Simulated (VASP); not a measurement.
A run of VASP 6.6.1:

File INCAR:

```
  ALGO = Normal
  EDIFF = 1E-6
  ENCUT = 520
  GGA = PS
  ISIF = 2
  ISMEAR = -1
  LASPH = True
  LCHARG = True
  LELF = True
  LREAL = False
  LVHAR = True
  LWAVE = False
  NBANDS = 34
  NELM = 100
  PREC = Accurate
  SIGMA = 0.05
```

KPOINTS

```
k-points
0
Gamma
  9 9 3
```

The input POSCAR:

```
Tl
1.0
    3.5086375776      0.0000000000      0.0000000000
   -1.7543187888      3.0385692748      0.0000000000
    0.0000000000      0.0000000000     11.2656046300
Tl
4
Direct
    0.6666666667      0.3333333333      0.7500000000
    0.0000000000      0.0000000000      0.5000000000
    0.3333333333      0.6666666667      0.2500000000
    0.0000000000      0.0000000000      0.0000000000
```

Potentials or basis: VASP PAW PBE potentials, release 64 (Tl_d).

Launch:

```console
$ cat potpaw_PBE.64/Tl_d/POTCAR > POTCAR
$ mpirun -np 1 vasp_std > vasp.out
```

Hardware: 1 thread of Intel(R) Xeon(R) Platinum 8488C (Sapphire Rapids), with other jobs on the host.

Question: How long does it take, and how much memory?

Answer: Wall time 51 s on 1 thread of Intel(R) Xeon(R) Platinum 8488C (Sapphire Rapids), with other jobs on the host, peak memory 0.27 GiB. Counts: scf iterations 11, k points 24.
